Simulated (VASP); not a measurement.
A run of VASP 6.6.1:

The input POSCAR:

```
GaAs
1.0
    0.0000000000      2.8809589075      2.8809589075
    2.8809589075      0.0000000000      2.8809589075
    2.8809589075      2.8809589075      0.0000000000
As Ga
1 1
Direct
    0.7500000000      0.7500000000      0.7500000000
    0.0000000000      0.0000000000      0.0000000000
```

The input INCAR.step1:

```
SYSTEM = GaAs
  PREC = Accurate
  ENCUT = 400
  EDIFF = 1E-5
  ISMEAR = -1
  SIGMA = 0.05
  LREAL = .FALSE.
  LASPH = .TRUE.
  NELM = 120
  ALGO = Normal
  ISIF = 2
  LWAVE = .TRUE.
  LCHARG = .FALSE.
  GGA = PE
  NBANDS = 21
  GGA_COMPAT = .FALSE.
```

File INCAR.step2:

```
SYSTEM = GaAs
  PREC = Accurate
  ENCUT = 400
  EDIFF = 1E-6
  ISMEAR = -1
  SIGMA = 0.05
  LREAL = .FALSE.
  LASPH = .TRUE.
  NELM = 120
  ALGO = Normal
  ISIF = 2
  LWAVE = .FALSE.
  LCHARG = .FALSE.
  GGA = PE
  LHFCALC = .TRUE.
  AEXX = 1.0
  ALDAC = 0.0
  AGGAC = 0.0
  PRECFOCK = Normal
  ISTART = 1
  NBANDS = 21
  GGA_COMPAT = .FALSE.
```

KPOINTS

```
regular mesh
0
G
  4 4 4
  0 0 0
```

Potentials or basis: VASP PAW PBE potentials, release 64 (As_d, Ga_d).

Launch:

```sh
$ cat potpaw_PBE.64/As_d/POTCAR potpaw_PBE.64/Ga_d/POTCAR > POTCAR
$ cp INCAR.step1 INCAR
$ mpirun -np 1 vasp_std > vasp.out
$ cp INCAR.step2 INCAR
$ mpirun -np 1 vasp_std > vasp.out
```

Hardware: 1 thread of Intel(R) Xeon(R) Platinum 8259CL CPU @ 2.50GHz (Skylake/Cascade Lake), on a shared host.

**Question.** Estimate the wall time of this run.

**Answer.** It took 12 min on 1 thread of Intel(R) Xeon(R) Platinum 8259CL CPU @ 2.50GHz (Skylake/Cascade Lake) (shared host), peak memory 0.16 GiB. Counts: k points 8.
